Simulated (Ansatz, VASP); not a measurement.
ZnS in VASP and in Ansatz

```
Zn S
1.0
     3.73039    0.00000    0.00000
    -1.86519    3.23061    0.00000
     0.00000    0.00000    6.11991
Zn S
2 2
Cartesian
  0.0000 2.1537 0.0033
  1.8652 1.0769 3.0633
  0.0000 2.1537 2.2916
  1.8652 1.0769 5.3516
```

Change from the starting cell: equal strain along all axes, cell held, atoms relaxed: -2.0 %.

Alike in both runs: functional r2SCAN; k mesh 6 × 6 × 4; occupations gaussian, width 0.02 eV; no spin polarisation.

Ansatz relaxed the structure, and its values are those at the end. VASP's run is a single point on that final structure, the one shown.

```csv
,VASP,Ansatz
version,VASP 6.6.1,Ansatz 0.2.0
potentials or method,"VASP PAW PBE potentials, release 64 (Zn, S), cutoff 520 eV","scalar-relativistic, plane waves, PAW"
valence electrons in the cell,36,36
```

|  | VASP | Ansatz | Ansatz less VASP |
| --- | --- | --- | --- |
| gap on the k mesh at the Fermi level (eV) | 3.08 | 3.07 | -0.014 |
| least direct gap on the mesh (eV) | 3.08 | 3.07 | -0.014 |
| pressure (GPa) | 5.5 | 5.4 | -0.09 |
| rms of the force components (eV/Å) | 0.006 | 0.000 | -0.0058 |

VASP's potentials were made for PBE, not for r2SCAN. The functional is the same, so the differences come from potentials, cutoffs and numerics. Ansatz's warnings: stress scf threshold loose.
